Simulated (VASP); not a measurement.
# C (P6_3/mmc) in VASP: notebook

Runs on C. Level: PBEsol. Tasks: single point, relaxation of the atoms.

Everything below comes from runs of VASP 6.6.1. Logs are shortened: lines on timing, memory, paths and dates and some standing lists are left out, and cuts for length are marked.

### 1 The cell of the first run

It takes space group P6_3/mmc (No. 194, hexagonal). The conventional cell has a = 2.499 Å, b = 2.499 Å, c = 4.119 Å, α = 90.00°, β = 90.00°, γ = 120.00°. C (site symmetry 3m) has 4 C at 1.53 to 1.54 Å within 2.0 Å.

### 2 Single point, PBEsol (strained cell)

Input file INCAR:

```
SYSTEM = C
PREC = Accurate
ENCUT = 520
EDIFF = 1E-6
ISMEAR = 0
SIGMA = 0.02
LREAL = .FALSE.
LASPH = .TRUE.
NELM = 100
ALGO = Normal
ISIF = 2
LWAVE = .FALSE.
LCHARG = .FALSE.
GGA = PS
NBANDS = 16
```

Input file KPOINTS:

```
regular mesh
0
G
  9 9 6
  0 0 0
```

Input file POSCAR:

```
C
1.0
    2.4991315048      0.0000000000      0.0000000000
   -1.2495657524      2.1643113706      0.0000000000
    0.0000000000      0.0000000000      4.1189829190
C
4
Direct
    0.3333333333      0.6666666667     -0.0002589788
    0.6666666667      0.3333333333      0.4997410212
    0.3333333333      0.6666666667      0.3742589788
    0.6666666667      0.3333333333      0.8742589788
```

Potentials or basis: VASP PAW PBE potentials, release 64 (C).

Started as:

```console
$ cat potpaw_PBE.64/C/POTCAR > POTCAR
$ mpirun -np 1 vasp_std > vasp.out
```

OUTCAR:

```text
SYSTEM = C
   PREC = Accurate
   ENCUT = 520
   EDIFF = 1E-6
   ISMEAR = 0
   LREAL = .FALSE.
   LASPH = .TRUE.
   NELM = 100
   ISIF = 2
   GGA = PS

 ion  position               nearest neighbor table
   1  0.333  0.667  1.000-   4 1.53   4 1.53   4 1.53   3 1.54
   2  0.667  0.333  0.500-   3 1.53   3 1.53   3 1.53   4 1.54
   3  0.333  0.667  0.374-   2 1.53   2 1.53   2 1.53   1 1.54
   4  0.667  0.333  0.874-   1 1.53   1 1.53   1 1.53   2 1.54

  LATTYP: Found a hexagonal cell.
 ALAT       =     2.4991315048
 C/A-ratio  =     1.6481657372

  Lattice vectors:

 A1 = (   2.4991315048,   0.0000000000,   0.0000000000)
 A2 = (  -1.2495657524,   2.1643113706,   0.0000000000)
 A3 = (   0.0000000000,   0.0000000000,   4.1189829190)

Analysis of symmetry for initial positions (statically):
=====================================================================
 Subroutine PRICEL returns:
 Original cell was already a primitive cell.

 Routine SETGRP: Setting up the symmetry group for a
 hexagonal supercell.

 Subroutine GETGRP returns: Found 24 space group operations
 (whereof  6 operations were pure point group operations)
 out of a pool of 24 trial point group operations.

The static configuration has the point symmetry C_3v.
 The point group associated with its full space group is D_6h.

Analysis of symmetry for dynamics (positions and initial velocities):
=====================================================================
 Subroutine PRICEL returns:
 Original cell was already a primitive cell.

 Routine SETGRP: Setting up the symmetry group for a
 hexagonal supercell.

 Subroutine GETGRP returns: Found 24 space group operations
 (whereof  6 operations were pure point group operations)
 out of a pool of 24 trial point group operations.

The dynamic configuration has the point symmetry C_3v.
 The point group associated with its full space group is D_6h.

 Subroutine INISYM returns: Found 24 space group operations
 (whereof  6 operations are pure point group operations),
 and found     1 'primitive' translations

----------------------------------------------------------------------------------------

                                     Primitive cell

  volume of cell :      22.2792

  direct lattice vectors                    reciprocal lattice vectors
[... 91 lines left out ...]
   EDIFF  = 0.1E-05   stopping-criterion for ELM
   LREAL  =      F    real-space projection
   EDIFFG = 0.1E-04   stopping-criterion for IOM
   NSW    =      0    number of steps for IOM
   IBRION =     -1    ionic relax: 0-MD 1-quasi-New 2-CG
   NFREE  =      0    steps in history (QN), initial steepest desc. (CG)
   ISIF   =      2    stress and relaxation
   ISYM   =      2    0-nonsym 1-usesym 2-fastsym
   POTIM  = 0.5000    time-step for ionic-motion
   TEBEG  =    0.0;   TEEND  =   0.0 temperature during run
   PSTRESS=    0.0 pullay stress
   NELECT =      16.0000    total number of electrons
   NUPDOWN=      -1.0000    fix difference up-down
   EMIN   =  10.00;   EMAX   =-10.00  energy-range for DOS
   EFERMI =   0.00;   METHOD = LEGACY
   ISMEAR =     0;   SIGMA  =   0.02  broadening in eV -4-tet -1-fermi 0-gaus
   EFERMI_NEDOS =   21; number of points for ismear=-14 and -15
   IALGO  =     38    algorithm
   IMIX   =      4    mixing-type and parameters
     AMIX     =   0.40;   BMIX     =  1.00
     AMIX_MAG =   1.60;   BMIX_MAG =  1.00
  volume/ion in A,a.u.               =       5.57        37.59
  Fermi-wavevector in a.u.,A,eV,Ry     =   1.466049  2.770431 29.243005  2.149300
  Thomas-Fermi vector in A             =   2.581833
   LORBIT       =      0    0 simple, 1 ext, 2 COOP (PROOUT), +10 PAW based schemes
   GGA     = PS    functional components
   LHFCALC =     F    Hartree Fock is set to
   AEXX    =    0.0000 exact exchange contribution
   IVDW    =     0    specifies the selected vdW correction
   LEPSILON=     F    determine dielectric tensor
   LRPA    =     F    only Hartree local field effects (RPA)
 non-spin polarized calculation
 Gauss-broadening in eV      SIGMA  =   0.02
  energy-cutoff  :      520.00
  volume of cell :       22.28
 maximum number of plane-waves:       616
 NGX is ok and might be reduce to    20
   NGX =  9   NGY =  9   NGZ = 15

 number of electron      16.0000000 magnetization

 Free energy of the ion-electron system (eV)
  ---------------------------------------------------
  ext. energy  EPLUGINS =         0.00000000
  ---------------------------------------------------
  free energy    TOTEN  =       -38.39236921 eV

  energy without entropy =      -38.39236921  energy(sigma->0) =      -38.39236921

 E-fermi :  10.4392     XC(G=0): -13.5152

 val. band max:       10.2863938425   @ k =   0.0000   0.0000   0.0000
 cond. band min:      13.3132003210   @ k =   0.3333   0.3333   0.0000
 fundamental gap:      3.0268064786
 Fermi energy:        10.4391636572

 k-point     1 :       0.0000    0.0000    0.0000
  band No.  band energies     occupation
      1     -11.8155      2.00000
      2      -5.9402      2.00000
      3      -3.7357      2.00000
      4       7.0210      2.00000
      5       7.0210      2.00000
      6       9.7766      2.00000
[... 433 lines left out ...]
      3      -0.9928      2.00000
      4      -0.3292      2.00000
      5      -0.3292      2.00000
      6       2.6699      2.00000
[... 8 lines left out ...]
     15      25.9454      0.00000
     16      25.9454      0.00000

 [... further k-points ...]

------------------------ aborting loop because EDIFF is reached ----------------------------------------

  FORCE on cell =-STRESS in cart. coord.  units (eV):
  Direction    XX          YY          ZZ          XY          YZ          ZX
  --------------------------------------------------------------------------------------
  -------------------------------------------------------------------------------------
  Total        0.1642452      0.1642452      2.0894563      0.0000000      0.0000000     -0.0000000
  in kB       11.8114837     11.8114837    150.2605731      0.0000000      0.0000000     -0.0000000
  external PRESSURE =      57.9611802 kB  Pullay stress =       0.0000000 kB

 VOLUME and BASIS-vectors are now :
 -----------------------------------------------------------------------------
  energy-cutoff  :      520.00
  volume of cell :       22.28
      direct lattice vectors                 reciprocal lattice vectors
     2.499131505  0.000000000  0.000000000     0.400139008  0.231020364  0.000000000
    -1.249565752  2.164311371  0.000000000     0.000000000  0.462040727  0.000000000
     0.000000000  0.000000000  4.118982919     0.000000000  0.000000000  0.242778380

 POSITION                                       TOTAL-FORCE (eV/Angst)
 -----------------------------------------------------------------------------------
     -0.00000      1.44287      4.11792         0.000000     -0.000000      0.002107
      1.24957      0.72144      2.05842        -0.000000      0.000000      0.002107
     -0.00000      1.44287      1.54157         0.000000     -0.000000     -0.002107
      1.24957      0.72144      3.60106        -0.000000     -0.000000     -0.002107
 -----------------------------------------------------------------------------------
    total drift:                               -0.000000      0.000000      0.000002

  FREE ENERGIE OF THE ION-ELECTRON SYSTEM (eV)
  ---------------------------------------------------
  free  energy   TOTEN  =       -38.3923692069 eV

  energy  without entropy=      -38.3923692069  energy(sigma->0) =      -38.39236921
```

OSZICAR:

```text
N       E                     dE             d eps       ncg     rms          rms(c)
DAV:   1     0.172558872195E+02    0.17256E+02   -0.82497E+03  1536   0.973E+02
DAV:   2    -0.381000027476E+02   -0.55356E+02   -0.51340E+02  2128   0.188E+02
DAV:   3    -0.397952661545E+02   -0.16953E+01   -0.16904E+01  1984   0.277E+01
DAV:   4    -0.398014056736E+02   -0.61395E-02   -0.61389E-02  1848   0.206E+00
DAV:   5    -0.398014389664E+02   -0.33293E-04   -0.33292E-04  1896   0.128E-01    0.809E+00
DAV:   6    -0.387562853941E+02    0.10452E+01   -0.62258E-01  1760   0.494E+00    0.477E+00
DAV:   7    -0.383917260769E+02    0.36456E+00   -0.71375E-01  1936   0.546E+00    0.986E-01
DAV:   8    -0.383923080866E+02   -0.58201E-03   -0.14191E-02  1736   0.795E-01    0.417E-02
DAV:   9    -0.383923498310E+02   -0.41744E-04   -0.64151E-05  2016   0.671E-02    0.272E-02
DAV:  10    -0.383923696830E+02   -0.19852E-04   -0.10955E-05  1720   0.270E-02    0.711E-03
DAV:  11    -0.383923692069E+02    0.47609E-06   -0.26804E-07  1488   0.400E-03
   1 F= -.38392369E+02 E0= -.38392369E+02  d E =-.212403E-29
```

stdout:

```text
POSCAR found type information on POSCAR C
 POSCAR found :  1 types and       4 ions
 scaLAPACK will be used
 -----------------------------------------------------------------------------
|                                                                             |
|                                                                             |
|     You enforced a specific xc type in the INCAR file but a different       |
|     I HOPE YOU KNOW WHAT YOU ARE DOING!                                     |
|                                                                             |
 -----------------------------------------------------------------------------

 LDA part: xc-table for (Slater+PW92), standard interpolation
 POSCAR, INCAR and KPOINTS ok, starting setup
 FFT: planning ... GRIDC
 FFT: planning ... GRID_SOFT
 FFT: planning ... GRID
 WAVECAR not read
 entering main loop
```

Run time: 26 s. Hardware: 1 thread of AMD EPYC 7R13, shared host; peak memory 0.1 GiB.

What came out:

```
Free energy            : -38.3924 eV
Pressure               : 5.8 GPa
Band gap on the k mesh : 3.03 eV, indirect (least direct gap 4.81 eV)
```

Forces on the atoms (eV/Å):
```
C    0.000  0.000  0.002
C    0.000  0.000  0.002
C    0.000  0.000 -0.002
C    0.000  0.000 -0.002
```

Caveat: the cell differs from its parent crystal (strained cell); the PAW data sets were made with another functional, which shifts forces and pressure a little. A k mesh can miss the band edges.

### 3 Single point, PBEsol (strained cell)

Input file INCAR:

```
SYSTEM = C
  PREC = Accurate
  ENCUT = 520
  EDIFF = 1E-6
  ISMEAR = 0
  SIGMA = 0.02
  LREAL = .False.
  LASPH = .True.
  NELM = 80
  ALGO = Normal
  ISIF = 2
  LWAVE = .False.
  LCHARG = .True.
  GGA = PS
  LELF = .True.
  LVHAR = .True.
  NBANDS = 16
```

Input file KPOINTS:

```
Automatic mesh
0
Gamma
  9 9 6
  0 0 0
```

POSCAR, as its differences from that of step 2:

```diff
@@ -2,4 +2,4 @@
 1.0
-    2.4991315048      0.0000000000      0.0000000000
-   -1.2495657524      2.1643113706      0.0000000000
+    2.4990941177      0.0000000000      0.0000000000
+   -1.2495470589      2.1642789924      0.0000000000
     0.0000000000      0.0000000000      4.1189829190
```

Potentials or basis: VASP PAW PBE potentials, release 64 (C).

Started as:

```console
$ cat potpaw_PBE.64/C/POTCAR > POTCAR
$ mpirun -np 1 vasp_std > vasp.out
```

OUTCAR:

```text
SYSTEM = C
   PREC = Accurate
   ENCUT = 520
   EDIFF = 1E-6
   ISMEAR = 0
   LREAL = .False.
   LASPH = .True.
   NELM = 80
   ISIF = 2
   GGA = PS

 ion  position               nearest neighbor table
   1  0.333  0.667  1.000-   4 1.53   4 1.53   4 1.53   3 1.54
   2  0.667  0.333  0.500-   3 1.53   3 1.53   3 1.53   4 1.54
   3  0.333  0.667  0.374-   2 1.53   2 1.53   2 1.53   1 1.54
   4  0.667  0.333  0.874-   1 1.53   1 1.53   1 1.53   2 1.54

  LATTYP: Found a hexagonal cell.
 ALAT       =     2.4990941177
 C/A-ratio  =     1.6481903942

  Lattice vectors:

 A1 = (   2.4990941177,   0.0000000000,   0.0000000000)
 A2 = (  -1.2495470589,   2.1642789924,   0.0000000000)
 A3 = (   0.0000000000,   0.0000000000,   4.1189829190)

Analysis of symmetry for initial positions (statically):
=====================================================================
 Subroutine PRICEL returns:
 Original cell was already a primitive cell.

 Routine SETGRP: Setting up the symmetry group for a
 hexagonal supercell.

 Subroutine GETGRP returns: Found 24 space group operations
 (whereof  6 operations were pure point group operations)
 out of a pool of 24 trial point group operations.

The static configuration has the point symmetry C_3v.
 The point group associated with its full space group is D_6h.

Analysis of symmetry for dynamics (positions and initial velocities):
=====================================================================
 Subroutine PRICEL returns:
 Original cell was already a primitive cell.

 Routine SETGRP: Setting up the symmetry group for a
 hexagonal supercell.

 Subroutine GETGRP returns: Found 24 space group operations
[... 119 lines left out ...]
   NELECT =      16.0000    total number of electrons
   NUPDOWN=      -1.0000    fix difference up-down
   EMIN   =  10.00;   EMAX   =-10.00  energy-range for DOS
   EFERMI =   0.00;   METHOD = LEGACY
   ISMEAR =     0;   SIGMA  =   0.02  broadening in eV -4-tet -1-fermi 0-gaus
   EFERMI_NEDOS =   21; number of points for ismear=-14 and -15
   IALGO  =     38    algorithm
   IMIX   =      4    mixing-type and parameters
     AMIX     =   0.40;   BMIX     =  1.00
     AMIX_MAG =   1.60;   BMIX_MAG =  1.00
  volume/ion in A,a.u.               =       5.57        37.59
  Fermi-wavevector in a.u.,A,eV,Ry     =   1.466064  2.770459 29.243589  2.149343
  Thomas-Fermi vector in A             =   2.581846
   LORBIT       =      0    0 simple, 1 ext, 2 COOP (PROOUT), +10 PAW based schemes
   GGA     = PS    functional components
   LHFCALC =     F    Hartree Fock is set to
   AEXX    =    0.0000 exact exchange contribution
   IVDW    =     0    specifies the selected vdW correction
   LEPSILON=     F    determine dielectric tensor
   LRPA    =     F    only Hartree local field effects (RPA)
 non-spin polarized calculation
 Gauss-broadening in eV      SIGMA  =   0.02
  energy-cutoff  :      520.00
  volume of cell :       22.28
 maximum number of plane-waves:       616
 NGX is ok and might be reduce to    20
   NGX =  9   NGY =  9   NGZ = 15

 number of electron      16.0000000 magnetization

 Free energy of the ion-electron system (eV)
  ---------------------------------------------------
  ext. energy  EPLUGINS =         0.00000000
  ---------------------------------------------------
  free energy    TOTEN  =       -38.39236427 eV

  energy without entropy =      -38.39236427  energy(sigma->0) =      -38.39236427

 E-fermi :  10.4397     XC(G=0): -13.5154

 val. band max:       10.2868268766   @ k =   0.0000   0.0000   0.0000
 cond. band min:      13.3135199430   @ k =   0.3333   0.3333   0.0000
 fundamental gap:      3.0266930665
 Fermi energy:        10.4397024853

 k-point     1 :       0.0000    0.0000    0.0000
  band No.  band energies     occupation
      1     -11.8154      2.00000
      2      -5.9403      2.00000
      3      -3.7356      2.00000
      4       7.0215      2.00000
      5       7.0215      2.00000
      6       9.7770      2.00000
[... 433 lines left out ...]
      3      -0.9927      2.00000
      4      -0.3289      2.00000
      5      -0.3289      2.00000
      6       2.6700      2.00000
[... 8 lines left out ...]
     15      25.9464      0.00000
     16      25.9464      0.00000

 [... further k-points ...]
[... 5 lines left out ...]
  --------------------------------------------------------------------------------------
  -------------------------------------------------------------------------------------
  Total        0.1670529      0.1670529      2.0895292     -0.0000000      0.0000000      0.0000000
  in kB       12.0137548     12.0137548    150.2703105     -0.0000000      0.0000000      0.0000000
  external PRESSURE =      58.0992733 kB  Pullay stress =       0.0000000 kB

 VOLUME and BASIS-vectors are now :
 -----------------------------------------------------------------------------
  energy-cutoff  :      520.00
  volume of cell :       22.28
      direct lattice vectors                 reciprocal lattice vectors
     2.499094118  0.000000000  0.000000000     0.400144994  0.231023820  0.000000000
    -1.249547059  2.164278992  0.000000000     0.000000000  0.462047640  0.000000000
     0.000000000  0.000000000  4.118982919     0.000000000  0.000000000  0.242778380

 POSITION                                       TOTAL-FORCE (eV/Angst)
 -----------------------------------------------------------------------------------
     -0.00000      1.44285      4.11792        -0.000000      0.000000      0.002182
      1.24955      0.72143      2.05842         0.000000     -0.000000      0.002182
     -0.00000      1.44285      1.54157         0.000000     -0.000000     -0.002182
      1.24955      0.72143      3.60106        -0.000000     -0.000000     -0.002182
 -----------------------------------------------------------------------------------
    total drift:                               -0.000000      0.000000      0.000002

  FREE ENERGIE OF THE ION-ELECTRON SYSTEM (eV)
  ---------------------------------------------------
  free  energy   TOTEN  =       -38.3923642679 eV

  energy  without entropy=      -38.3923642679  energy(sigma->0) =      -38.39236427
```

OSZICAR:

```text
N       E                     dE             d eps       ncg     rms          rms(c)
DAV:   1     0.172567158704E+02    0.17257E+02   -0.82499E+03  1536   0.973E+02
DAV:   2    -0.381001199019E+02   -0.55357E+02   -0.51341E+02  2128   0.188E+02
DAV:   3    -0.397953826642E+02   -0.16953E+01   -0.16904E+01  1984   0.277E+01
DAV:   4    -0.398015219432E+02   -0.61393E-02   -0.61386E-02  1848   0.206E+00
DAV:   5    -0.398015552334E+02   -0.33290E-04   -0.33289E-04  1896   0.128E-01    0.809E+00
DAV:   6    -0.387563104063E+02    0.10452E+01   -0.62264E-01  1760   0.494E+00    0.477E+00
DAV:   7    -0.383917210919E+02    0.36459E+00   -0.71380E-01  1936   0.546E+00    0.986E-01
DAV:   8    -0.383923031514E+02   -0.58206E-03   -0.14192E-02  1736   0.795E-01    0.417E-02
DAV:   9    -0.383923448925E+02   -0.41741E-04   -0.64148E-05  2016   0.671E-02    0.272E-02
DAV:  10    -0.383923647440E+02   -0.19851E-04   -0.10954E-05  1720   0.270E-02    0.711E-03
DAV:  11    -0.383923642679E+02    0.47610E-06   -0.26798E-07  1488   0.400E-03
   1 F= -.38392364E+02 E0= -.38392364E+02  d E =-.195908E-29
```

Run time: 26 s. Hardware: 1 thread of AMD EPYC 7R13, shared host; peak memory 0.1 GiB.

What came out:

| Property | Result |
| --- | --- |
| Free energy | -38.3924 eV |
| Pressure | 5.8 GPa |
| Band gap on the k mesh | 3.03 eV, indirect (least direct gap 4.81 eV) |

Forces in eV/Å, atoms in the order of the input:
```
C    0.000  0.000  0.002
C    0.000  0.000  0.002
C    0.000  0.000 -0.002
C    0.000  0.000 -0.002
```

Stress tensor (GPa, compression positive):
```
 1.20  0.00  0.00
 0.00  1.20  0.00
 0.00  0.00 15.03
```

Levels at points of the mesh, in eV from the valence-band top:
| k point | band 6 | band 7 | band 8 | band 9 | band 10 | band 11 |
| --- | --- | --- | --- | --- | --- | --- |
| (0.00, 0.00, 0.00) | -0.51 | 0.00 | 0.00 | 4.81 | 4.81 | 5.60 |
| (0.00, 0.00, 0.50) | -1.97 | -1.97 | -1.97 | 7.19 | 7.19 | 7.19 |

Caveat: the cell differs from its parent crystal (strained cell); the PAW data sets were made with another functional, which shifts forces and pressure a little. A k mesh can miss the band edges.

(Part 1 of 2 ends here.)
